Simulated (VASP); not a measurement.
**GaSb3: single point with PBEsol**

Crystal: GaSb3.

```
Ga Sb
1.0
     0.00000    3.81080    3.51737
     3.81080    0.00000    3.51737
     3.81080    3.81080    0.00000
Ga Sb
1 3
Direct
  0.00000 0.00000 0.00000
  0.25000 0.25000 0.25000
  0.75000 0.75000 0.75000
  0.50000 0.50000 0.50000
```

```yaml
Program: VASP 6.6.1
Task: single point
Functional: PBEsol
Potentials_or_basis: VASP PAW PBE potentials, release 64 (Ga_d, Sb)
Cutoff: 520 eV
k_mesh: 10 × 10 × 10
Occupations: gaussian, width 0.15 eV
Spin: no spin polarisation
Dipole_correction: no
Further_INCAR_settings: ALGO = Normal; EDIFF = 1e-06; NBANDS = 22
```

The pressure is -2.6 GPa and the band gap on the k mesh is zero (bands 14 and 15 overlap by 4.12 eV).

Stress tensor (GPa, compression positive):
```
-2.73  0.00  0.00
 0.00 -2.73  0.00
 0.00  0.00 -2.43
```

Levels at points of the mesh, in eV from the Fermi level:
| k point | band 10 | band 11 | band 12 | band 13 | band 14 | band 15 | band 16 | band 17 | band 18 | band 19 |
| --- | --- | --- | --- | --- | --- | --- | --- | --- | --- | --- |
| (0.00, 0.00, 0.00) | -2.98 | -2.54 | -2.54 | -2.40 | -2.40 | -2.40 | -0.92 | -0.92 | 0.06 | 3.11 |
| (0.50, 0.00, 0.00) | -3.75 | -3.31 | -2.79 | -2.45 | -0.33 | -0.01 | 1.77 | 2.48 | 2.68 | 3.37 |
| (0.50, 0.50, 0.00) | -5.38 | -5.38 | 0.27 | 0.41 | 0.93 | 0.93 | 1.81 | 1.81 | 2.77 | 4.36 |
| (0.50, 0.00, 0.50) | -5.25 | -5.10 | 0.52 | 0.71 | 1.13 | 1.34 | 1.83 | 1.92 | 2.67 | 3.56 |

It took 120 s on 1 thread of AMD EPYC 7R13 Processor (Zen 3), on a shared host, peak memory 0.35 GiB.

Caveat: the PAW data sets were made with another functional, which shifts forces and pressure a little; spin-orbit coupling is left out, which moves the levels of the heavy elements.
